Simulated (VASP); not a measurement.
# BaLa2GaO5 (a cell with a defect) in VASP: a series of runs

The runs below take BaLa2GaO5 (a cell with a defect) through single point, with PBEsol.

Program: VASP 6.6.1. These are calculated values, not measurements. Logs are shortened: lines on timing, memory, paths and dates and some standing lists are left out, and cuts for length are marked.

### Step 1. The cell of the first run

The cell holds a defect, 9 atoms: a = 7.729 Å, b = 3.865 Å, c = 3.865 Å, α = 90.00°, β = 90.00°, γ = 90.00°.

### Step 2. Single point, PBEsol, collinear spin

File INCAR:

```
ALGO = Normal
EDIFF = 1E-7
ENCUT = 520
GGA = PS
ISIF = 2
ISMEAR = -1
ISPIN = 2
LASPH = True
LCHARG = True
LELF = True
LMAXMIX = 6
LORBIT = 11
LREAL = False
LVHAR = True
LWAVE = False
MAGMOM = 0 0 0.5 0 0 0.5 0.5 0.5 0
NBANDS = 52
NELECT = 76.0
NELM = 150
PREC = Accurate
SIGMA = 0.05
```

File KPOINTS:

```
Automatic mesh
0
Gamma
  2 2 2
  0.5 0.5 0.5
```

File POSCAR:

```
BaLa2GaO5
1.0
    7.7293080000      0.0000000000      0.0000000000
    0.0000000000      3.8646540000      0.0000000000
    0.0000000000      0.0000000000      3.8646540000
La Ba Ga O
2 1 1 5
Direct
    0.9940450000      0.9893610000      0.0161100000
    0.4998980000      0.0082210000      0.0101910000
    0.2522900000      0.4860790000      0.4940990000
    0.7516210000      0.4945130000      0.5064430000
    0.7438340000      0.4919800000      0.9908610000
    0.0029420000      0.5076240000      0.4912930000
    0.5042910000      0.4998690000      0.4974370000
    0.2555450000      0.9873410000      0.4884670000
    0.7434040000      0.0023190000      0.4982750000
```

Potentials or basis: VASP PAW PBE potentials, release 64 (La, Ba_sv, Ga_d, O).

Run with:

```bash
> cat potpaw_PBE.64/La/POTCAR potpaw_PBE.64/Ba_sv/POTCAR potpaw_PBE.64/Ga_d/POTCAR potpaw_PBE.64/O/POTCAR > POTCAR
> mpirun -np 1 vasp_std > vasp.out
```

OUTCAR:

```text
EDIFF = 1E-7
   ENCUT = 520
   GGA = PS
   ISIF = 2
   ISMEAR = -1
   ISPIN = 2
   LASPH = True
   LORBIT = 11
   LREAL = False
   NELECT = 76.0
   NELM = 150
   PREC = Accurate

 ion  position               nearest neighbor table
   1  0.994  0.989  0.016-   6 2.62   9 2.69   6 2.72   8 2.72   5 2.73   5 2.74   6 2.75   9 2.79
                             4 3.28   3 3.33   3 3.34   3 3.43   3 3.44
   2  0.500  0.008  0.010-   8 2.64   5 2.66   9 2.66   7 2.68   7 2.72   9 2.73   7 2.75   5 2.75
                             8 2.76   7 2.79   3 3.25   3 3.32   3 3.35   3 3.42
   3  0.252  0.486  0.494-   8 1.93   6 1.93   8 1.94   7 1.95   2 3.25   2 3.32   1 3.33   1 3.34
                             2 3.35   2 3.42   1 3.43   1 3.44
   4  0.752  0.495  0.506-   5 1.87   9 1.90   7 1.91   6 1.94   9 1.96   5 1.99   1 3.28
   5  0.744  0.492  0.991-   4 1.87   4 1.99   2 2.66   1 2.73   1 2.74   2 2.75
   6  0.003  0.508  0.491-   3 1.93   4 1.94   1 2.62   1 2.72   1 2.75
   7  0.504  0.500  0.497-   4 1.91   3 1.95   2 2.68   2 2.72   2 2.75   2 2.79
   8  0.256  0.987  0.488-   3 1.93   3 1.94   2 2.64   1 2.72   2 2.76
   9  0.743  0.002  0.498-   4 1.90   4 1.96   2 2.66   1 2.69   2 2.73   1 2.79

  LATTYP: Found a simple tetragonal cell.
 ALAT       =     3.8646540000
 C/A-ratio  =     2.0000000000

  Lattice vectors:

 A1 = (   0.0000000000,   3.8646540000,   0.0000000000)
 A2 = (   0.0000000000,   0.0000000000,   3.8646540000)
 A3 = (   7.7293080000,   0.0000000000,   0.0000000000)

Analysis of symmetry for initial positions (statically):
=====================================================================
 Subroutine PRICEL returns:
 Original cell was already a primitive cell.

 Routine SETGRP: Setting up the symmetry group for a
 simple tetragonal supercell.

 Subroutine GETGRP returns: Found  1 space group operations
 (whereof  1 operations were pure point group operations)
 out of a pool of 16 trial point group operations.

The static configuration has the point symmetry C_1 .

Analysis of symmetry for dynamics (positions and initial velocities):
=====================================================================
 Subroutine PRICEL returns:
 Original cell was already a primitive cell.

 Routine SETGRP: Setting up the symmetry group for a
 simple tetragonal supercell.

 Subroutine GETGRP returns: Found  1 space group operations
 (whereof  1 operations were pure point group operations)
 out of a pool of 16 trial point group operations.

The dynamic configuration has the point symmetry C_1 .

Analysis of structural, dynamic, and magnetic symmetry:
=====================================================================
 Subroutine PRICEL returns:
 Original cell was already a primitive cell.

 Routine SETGRP: Setting up the symmetry group for a
 simple tetragonal supercell.

 Subroutine GETGRP returns: Found  1 space group operations
 (whereof  1 operations were pure point group operations)
 out of a pool of 16 trial point group operations.

The overall configuration has the point symmetry C_1 .

 Subroutine INISYM returns: Found  1 space group operations
 (whereof  1 operations are pure point group operations),
 and found     1 'primitive' translations

----------------------------------------------------------------------------------------

                                     Primitive cell

  volume of cell :     115.4415

  direct lattice vectors                    reciprocal lattice vectors
     7.729308000  0.000000000  0.000000000     0.129377688  0.000000000  0.000000000
     0.000000000  3.864654000  0.000000000     0.000000000  0.258755376  0.000000000
     0.000000000  0.000000000  3.864654000     0.000000000  0.000000000  0.258755376

  length of vectors
     7.729308000  3.864654000  3.864654000     0.129377688  0.258755376  0.258755376

[... 60 lines left out ...]
   ions per type =               2   1   1   5
   NGX,Y,Z   is equivalent  to a cutoff of  12.91, 12.91, 12.91 a.u.
   NGXF,Y,Z  is equivalent  to a cutoff of  25.81, 25.81, 25.81 a.u.
 SYSTEM =  unknown system
   PREC   = accura    normal or accurate (medium, high low for compatibility)
   ISTART =      0    job   : 0-new  1-cont  2-samecut
   ICHARG =      2    charge: 1-file 2-atom 10-const
   ISPIN  =      2    spin polarized calculation?
   LNONCOLLINEAR =      F non collinear calculations
   LSORBIT =      F    spin-orbit coupling
   LASPH  =      T    aspherical Exc in radial PAW
   ENCUT  =  520.0 eV  38.22 Ry    6.18 a.u.  14.37  7.19  7.19*2*pi/ulx,y,z
   NELM   =    150;   NELMIN=  2; NELMDL= -5     # of ELM steps
   EDIFF  = 0.1E-06   stopping-criterion for ELM
   LREAL  =      F    real-space projection
   EDIFFG = 0.1E-05   stopping-criterion for IOM
   NSW    =      0    number of steps for IOM
   IBRION =     -1    ionic relax: 0-MD 1-quasi-New 2-CG
   NFREE  =      0    steps in history (QN), initial steepest desc. (CG)
   ISIF   =      2    stress and relaxation
   ISYM   =      2    0-nonsym 1-usesym 2-fastsym
   POTIM  = 0.5000    time-step for ionic-motion
   TEBEG  =    0.0;   TEEND  =   0.0 temperature during run
   PSTRESS=    0.0 pullay stress
   NELECT =      76.0000    total number of electrons
   NUPDOWN=      -1.0000    fix difference up-down
   EMIN   =  10.00;   EMAX   =-10.00  energy-range for DOS
   EFERMI =   0.00;   METHOD = LEGACY
   ISMEAR =    -1;   SIGMA  =   0.05  broadening in eV -4-tet -1-fermi 0-gaus
   EFERMI_NEDOS =   21; number of points for ismear=-14 and -15
   IALGO  =     38    algorithm
   IMIX   =      4    mixing-type and parameters
     AMIX     =   0.40;   BMIX     =  1.00
     AMIX_MAG =   1.60;   BMIX_MAG =  1.00
  volume/ion in A,a.u.               =      12.83        86.56
  Fermi-wavevector in a.u.,A,eV,Ry     =   1.424160  2.691272 27.595763  2.028231
  Thomas-Fermi vector in A             =   2.544681
   LORBIT       =     11    0 simple, 1 ext, 2 COOP (PROOUT), +10 PAW based schemes
   GGA     = PS    functional components
   LHFCALC =     F    Hartree Fock is set to
   AEXX    =    0.0000 exact exchange contribution
   IVDW    =     0    specifies the selected vdW correction
   LEPSILON=     F    determine dielectric tensor
   LRPA    =     F    only Hartree local field effects (RPA)
 spin polarized calculation
  energy-cutoff  :      520.00
  volume of cell :      115.44
 maximum number of plane-waves:      3101
 NGX is ok and might be reduce to    60
   NGX = 29   NGY = 15   NGZ = 15

 number of electron      75.9999988 magnetization       0.0000159

 number of electron      75.9999988 magnetization      -0.0000024

 Free energy of the ion-electron system (eV)
  ---------------------------------------------------
  ext. energy  EPLUGINS =         0.00000000
  ---------------------------------------------------
  free energy    TOTEN  =       -40.59191491 eV

  energy without entropy =      -40.59129730  energy(sigma->0) =      -40.59160610

 E-fermi :  10.7031     XC(G=0): -12.1397

 val. band max:       10.3038043075   @ k =   0.2500   0.2500  -0.2500
 cond. band min:      11.1097244865   @ k =   0.2500  -0.2500   0.2500
 fundamental gap:      0.8059201791
 Fermi energy:        10.7030570828

 spin component 1

 k-point     1 :       0.2500    0.2500    0.2500
  band No.  band energies     occupation
      1     -23.4038      1.00000
      2     -23.3417      1.00000
      3     -17.7721      1.00000
      4     -11.9444      1.00000
      5     -11.4119      1.00000
      6     -10.8654      1.00000
[... 201 lines left out ...]
     49      11.9693      0.00000
     50      11.9974      0.00000
 Fermi energy:        10.7030570828

 spin component 2

 k-point     1 :       0.2500    0.2500    0.2500
  band No.  band energies     occupation
      1     -23.4038      1.00000
      2     -23.3417      1.00000
      3     -17.7721      1.00000
      4     -11.9444      1.00000
      5     -11.4119      1.00000
      6     -10.8654      1.00000
[... 201 lines left out ...]
     49      11.9694      0.00000
     50      11.9974      0.00000
 [bands above 50 left out]

------------------------ aborting loop because EDIFF is reached ----------------------------------------

  FORCE on cell =-STRESS in cart. coord.  units (eV):
  Direction    XX          YY          ZZ          XY          YZ          ZX
  --------------------------------------------------------------------------------------
  -------------------------------------------------------------------------------------
  Total       70.0182547     75.1973126     21.1706614     -0.7091161      0.0211927      0.4145595
  in kB      971.7622277   1043.6408094    293.8212211     -9.8416085      0.2941270      5.7535467
  external PRESSURE =     769.7414194 kB  Pullay stress =       0.0000000 kB

 VOLUME and BASIS-vectors are now :
 -----------------------------------------------------------------------------
  energy-cutoff  :      520.00
  volume of cell :      115.44
      direct lattice vectors                 reciprocal lattice vectors
     7.729308000  0.000000000  0.000000000     0.129377688  0.000000000  0.000000000
     0.000000000  3.864654000  0.000000000     0.000000000  0.258755376  0.000000000
     0.000000000  0.000000000  3.864654000     0.000000000  0.000000000  0.258755376

 POSITION                                       TOTAL-FORCE (eV/Angst)
 -----------------------------------------------------------------------------------
      7.68328      3.82354      0.06226        -1.081402      0.064080     -0.101697
      3.86387      0.03177      0.03938         1.396837     -0.177055     -0.112451
      1.95003      1.87853      1.90952         0.318655     -0.687250      0.700171
      5.80951      1.91112      1.95723        -0.029826      0.464035     -0.682249
      5.74932      1.90133      3.82933         0.282566      0.087305      0.946686
      0.02274      1.96179      1.89868       -13.253468      0.506867     -0.118882
      3.89782      1.93182      1.92242        11.748314      0.438532     -0.035224
      1.97519      3.81573      1.88776         0.310861     -0.294548     -0.503894
      5.74600      0.00896      1.92566         0.307462     -0.401966     -0.092459
 -----------------------------------------------------------------------------------
    total drift:                               -0.000504     -0.001757      0.000804

  FREE ENERGIE OF THE ION-ELECTRON SYSTEM (eV)
  ---------------------------------------------------
  free  energy   TOTEN  =       -40.5919149113 eV

  energy  without entropy=      -40.5912972986  energy(sigma->0) =      -40.59160610

 total charge

# of ion       s       p       d       f       tot
--------------------------------------------------
    1        2.026   5.647   0.711   0.306   8.690
    2        2.028   5.653   0.698   0.310   8.690
    3        2.180   5.635   1.962   0.000   9.777
    4        0.747   0.919  10.374   0.000  12.039
    5        1.557   3.510   0.000   0.000   5.068
    6        1.615   3.520   0.000   0.000   5.135
    7        1.608   3.536   0.000   0.000   5.144
    8        1.643   3.595   0.000   0.000   5.238
    9        1.558   3.506   0.000   0.000   5.064
--------------------------------------------------
tot         14.964  35.522  13.744   0.616  64.846

 magnetization (x)

# of ion       s       p       d       f       tot
--------------------------------------------------
    1       -0.000   0.000  -0.000   0.000  -0.000
    2        0.000   0.000   0.000   0.000   0.000
    3        0.000  -0.000   0.000   0.000   0.000
    4        0.000  -0.000  -0.000   0.000  -0.000
    5        0.000   0.000   0.000   0.000   0.000
    6       -0.000   0.000   0.000   0.000   0.000
    7       -0.000  -0.000   0.000   0.000  -0.000
    8       -0.000  -0.000   0.000   0.000  -0.000
    9       -0.000   0.000   0.000   0.000   0.000
--------------------------------------------------
tot         -0.000   0.000  -0.000   0.000   0.000
```

Run time: 3.3 min. Hardware: 1 thread of Intel Xeon Platinum 8375C at 2.90GHz (Ice Lake), shared host; peak memory 0.29 GiB.

Results:

```yaml
Free_energy: -40.5919 eV
Largest_force: 13.264 eV/Å
Net_moment: 0.00 μB per cell
Valence_electrons_inside_the_program's_atomic_spheres: La 8.69; Ba 9.78; Ga 12.04; O 5.07, 5.13, 5.14, 5.24, 5.06
```

Forces in eV/Å, atoms in the order of the input:
```
La   -1.081   0.064  -0.102
La    1.397  -0.177  -0.112
Ba    0.319  -0.687   0.700
Ga   -0.030   0.464  -0.682
O     0.283   0.087   0.947
O   -13.253   0.507  -0.119
O    11.748   0.439  -0.035
O     0.311  -0.295  -0.504
O     0.307  -0.402  -0.092
```

Caveat: the k points lie up to 0.81 Å⁻¹ apart, too coarse for converged energies, forces and pressures; the cell carries a net charge on a neutralising background, which shifts energy and pressure; the cell is charged against a uniform background, so pressure and absolute levels hang on convention; the PAW data sets were made with another functional, which shifts forces and pressure a little; spin-orbit coupling is left out, which moves the levels of the heavy elements.

### Step 3. Single point, PBEsol, collinear spin

File INCAR:

```
SYSTEM = BaLa2GaO5
ALGO     = Normal         ! electronic algorithm
EDIFF    = 1E-6           ! SCF threshold, eV
ENCUT    = 520            ! plane-wave cutoff, eV
GGA      = PS             ! functional
ISIF     = 2              ! what is computed and relaxed
ISMEAR   = -1             ! smearing method
ISPIN    = 2              ! spin polarisation
LASPH    = .True.         ! aspherical terms in the spheres
LCHARG   = .False.        ! write CHGCAR
LMAXMIX  = 6              ! l up to which the mixer works
LORBIT   = 11             ! projections on sites
LREAL    = .False.        ! projectors in reciprocal space
LWAVE    = .False.        ! write WAVECAR
MAGMOM   = 0 0 0.5 0 0 0.5 0.5 0.5 0 ! initial moments
NBANDS   = 52             ! bands
NELECT   = 74.0         
NELM     = 150            ! most SCF steps
PREC     = Accurate       ! precision mode
SIGMA    = 0.05           ! smearing width, eV
```

KPOINTS is that of step 2.

POSCAR is that of step 2.

Potentials or basis: VASP PAW PBE potentials, release 64 (La, Ba_sv, Ga_d, O).

Run with:

```bash
> cat potpaw_PBE.64/La/POTCAR potpaw_PBE.64/Ba_sv/POTCAR potpaw_PBE.64/Ga_d/POTCAR potpaw_PBE.64/O/POTCAR > POTCAR
> mpirun -np 1 vasp_std > vasp.out
```

Run time: 3.9 min. Hardware: 1 thread of Intel Xeon Platinum 8375C at 2.90GHz (Ice Lake), shared host; peak memory 0.29 GiB.

It converged, with:

- Free energy: -60.6908 eV
- Largest force: 12.137 eV/Å
- Net moment: 0.00 μB per cell
- Valence electrons inside the program's atomic spheres: La 8.39, 8.41; Ba 9.61; Ga 11.91; O 5.00, 5.10, 5.17 (each value once)

Forces in eV/Å, atoms in the order of the input:
```
La   -3.528   0.023  -0.027
La    3.828  -0.134  -0.102
Ba    0.841  -0.589   0.271
Ga   -0.101   0.477  -0.705
O     0.395   0.028   1.060
O   -12.120   0.600  -0.175
O    10.079   0.418  -0.024
O     0.228  -0.353  -0.073
O     0.378  -0.470  -0.225
```

Levels at points of the mesh, in eV from the Fermi level:
Spin up:
```
           k point  band 35  band 36  band 37  band 38  band 39  band 40
(0.25, 0.25, 0.25)    -2.53    -0.61    -0.18     0.18     1.15     1.16
```
Spin down:
| k point | band 33 | band 34 | band 35 | band 36 | band 37 | band 38 | band 39 | band 40 | band 41 | band 42 |
| --- | --- | --- | --- | --- | --- | --- | --- | --- | --- | --- |
| (0.25, 0.25, 0.25) | -3.45 | -3.28 | -2.53 | -0.61 | -0.18 | 0.17 | 1.15 | 1.16 | 1.26 | 1.46 |

Caveat: the k points lie up to 0.81 Å⁻¹ apart, too coarse for converged energies, forces and pressures; the cell carries a net charge on a neutralising background, which shifts energy and pressure; the cell is charged against a uniform background, so pressure and absolute levels hang on convention; the PAW data sets were made with another functional, which shifts forces and pressure a little; spin-orbit coupling is left out, which moves the levels of the heavy elements.
